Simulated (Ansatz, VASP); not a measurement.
## Two plane-wave programs on ZnSe

```
Zn Se
1.0
     0.00000    2.83242    2.83242
     2.83242    0.00000    2.83242
     2.83242    2.83242    0.00000
Zn Se
1 1
Direct
  0.00000 0.00000 0.00000
  0.25000 0.25000 0.25000
```

Alike in both runs: task single point; functional PBE0; k mesh 6 × 6 × 6; no spin polarisation.

```csv
,VASP,Ansatz
version,VASP 6.6.1,Ansatz 0.2.0
potentials or method,"VASP PAW PBE potentials, release 64 (Zn, Se)","plane waves, PAW"
plane-wave cutoff (eV),520,420
occupations,"gaussian, width 0.01 eV",fixed
valence electrons in the cell,18,28
```

|  | VASP | Ansatz | Ansatz less VASP |
| --- | --- | --- | --- |
| gap on the k mesh at the Fermi level (eV) | 3.06 | 3.05 | -0.015 |
| pressure (GPa) | 1.0 | 1.1 | +0.04 |

VASP's potentials hold 18 valence electrons a cell and Ansatz's 28, so a difference there can come from the potentials and not from the codes. Ansatz's warnings: stress exchange threshold loose, stress scf threshold loose.
